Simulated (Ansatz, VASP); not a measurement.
# C: VASP beside Ansatz

```
C
1.0
     0.00000    1.76580    1.76580
     1.76580    0.00000    1.76580
     1.76580    1.76580    0.00000
C
2
Direct
  0.00000 0.00000 0.00000
  0.25000 0.25000 0.25000
```

Alike in both runs: functional LDA; k mesh 10 × 10 × 10; occupations gaussian, width 0.1 eV; no spin polarisation.

Ansatz relaxed the structure, and its values are those at the end. VASP's run is a single point on that final structure, the one shown.

|  | VASP | Ansatz |
| --- | --- | --- |
| version | VASP 6.6.1 | Ansatz 0.2.0 |
| potentials or method | VASP PAW LDA potentials, release 64 (C), cutoff 600 eV | scalar-relativistic, plane waves, PAW |
| valence electrons in the cell | 8 | 8 |

VASP gave:

| Property | Result |
| --- | --- |
| gap on the k mesh at the Fermi level (eV) | 4.20 |
| least direct gap on the mesh (eV) | 5.63 |
| pressure (GPa) | 0.9 |

**Question.** What did Ansatz give for the same quantities?

**Answer.** gap on the k mesh at the Fermi level (eV): 4.21; least direct gap on the mesh (eV): 5.62; pressure (GPa): -0.1.

Ansatz warns that its potentials were made for another functional, while VASP's fit it. LDA's correlation is that of Perdew and Zunger in VASP and of Perdew and Wang (1992) in Ansatz.
